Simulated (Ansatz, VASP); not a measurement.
**MoS2 in VASP and in Ansatz**

```
Mo S
1.0
     1.59046    0.91825    6.19073
    -1.59046    0.91825    6.19073
     0.00000   -1.83651    6.19073
Mo S
1 2
Direct
  0.00000 0.00000 0.00000
  0.41700 0.41700 0.41700
  0.25000 0.25000 0.25000
```

Alike in both runs: task single point; functional PBEsol; k mesh 10 × 10 × 10; occupations fermi-dirac, width 0.05 eV; no spin polarisation.

|  | VASP | Ansatz |
| --- | --- | --- |
| version | VASP 6.6.1 | Ansatz 0.2.0 |
| potentials or method | VASP PAW PBE potentials, release 64 (Mo_sv, S) | Ansatz PAW |
| plane-wave cutoff (eV) | 520 | 420 |
| valence electrons in the cell | 26 | 26 |

|  | VASP | Ansatz | Ansatz less VASP |
| --- | --- | --- | --- |
| gap on the k mesh at the Fermi level (eV) | 0.94 | 0.92 | -0.016 |
| least direct gap on the mesh (eV) | 1.91 | 1.91 | -0.004 |
| pressure (GPa) | -2.6 | -2.6 | +0.01 |
| traceless stress, the component that is largest in VASP (GPa) | 1.73 | 1.74 | +0.013 |
| rms of the force components (eV/Å) | 0.062 | 0.062 | +0.0004 |

VASP's potentials were made for PBE, not for PBEsol. Atom by atom the forces differ by 0.001 eV/Å (rms over components).
